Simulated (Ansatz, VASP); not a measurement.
Rh: VASP beside Ansatz

File INCAR:

```
SYSTEM = Rh
  ALGO = Normal
  EDIFF = 1E-6
  ENCUT = 500
  GGA = PE
  GGA_COMPAT = .FALSE.
  ISIF = 2
  ISMEAR = 0
  LASPH = .TRUE.
  LCHARG = .FALSE.
  LREAL = .FALSE.
  LWAVE = .FALSE.
  NBANDS = 14
  NELM = 120
  PREC = Accurate
  SIGMA = 0.05
```

File KPOINTS:

```
k-points
0
G
  10 10 10
  0 0 0
```

POSCAR

```
Rh
1.0
   -1.5539301304      1.5539301304      1.5539301304
    1.5539301304     -1.5539301304      1.5539301304
    1.5539301304      1.5539301304     -1.5539301304
Rh
1
Direct
    0.0000000000      0.0000000000      0.0000000000
```

Input for Ansatz:

```yaml
crystal:
  lattice:
    - [-1.5539301304, 1.5539301304, 1.5539301304]
    - [1.5539301304, -1.5539301304, 1.5539301304]
    - [1.5539301304, 1.5539301304, -1.5539301304]
  atoms:
    - { symbol: Rh, position: [0.0, 0.0, 0.0] }
basis:
  ecutwfc: 600
  ecutrho_ratio: 5
kpoints:
  mp_grid: { grid: [10, 10, 10] }
hamiltonian:
  xc: pbe
scf:
  occupations: { method: gaussian, width: 0.05 }
output:
  forces: true
  stress: true
  eigenvalues: true
```

Alike in both runs: task single point; functional PBE; k mesh 10 × 10 × 10; occupations gaussian, width 0.05 eV; no spin polarisation.

|  | VASP | Ansatz |
| --- | --- | --- |
| version | VASP 6.6.1 | Ansatz 0.2.0 |
| potentials or method | VASP PAW PBE potentials, release 64 (Rh_pv), cutoff 500 eV | scalar-relativistic, plane waves, PAW |
| valence electrons in the cell | 15 | 17 |

Ansatz gave:

- gap on the k mesh at the Fermi level (eV): none
- pressure (GPa): -7.9

Estimate VASP's values.

gap on the k mesh at the Fermi level (eV): none; pressure (GPa): -7.7.

A gap of «none» marks a metal or a gap that the smearing closes. VASP's potentials hold 15 valence electrons a cell and Ansatz's 17, so a difference there can come from the potentials and not from the codes.
